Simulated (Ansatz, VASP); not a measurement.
## One calculation of SiO2, two programs

```
Si O
1.0
     0.03577    2.26417    2.26417
     2.26417    0.03577    2.26417
     2.29994    2.29994    0.00000
Si O
1 2
Direct
  0.00000 0.00000 0.00000
  0.25115 0.25115 0.24885
  0.74885 0.74885 0.75115
```

Change from the starting cell: shear_xy strain +3.2%.

Alike in both runs: task single point; functional r2SCAN; k mesh 10 × 10 × 10; no spin polarisation.

|  | VASP | Ansatz |
| --- | --- | --- |
| version | VASP 6.6.1 | Ansatz 0.2.0 |
| potentials or method | VASP PAW PBE potentials, release 64 (Si, O) | plane waves, PAW |
| plane-wave cutoff (eV) | 520 | 500 |
| occupations | gaussian, width 0.01 eV | fixed |
| valence electrons in the cell | 16 | 16 |

Ansatz gave:

| Item | Value |
| --- | --- |
| gap on the k mesh at the Fermi level (eV) | 2.74 |
| pressure (GPa) | 0.3 |
| traceless stress, the component that is largest in VASP (GPa) | 3.92 |

Question: Which values does VASP return?

Answer: gap on the k mesh at the Fermi level (eV): 2.70; pressure (GPa): 0.8; traceless stress, the component that is largest in VASP (GPa): 3.80.

VASP's potentials were made for PBE, not for r2SCAN.
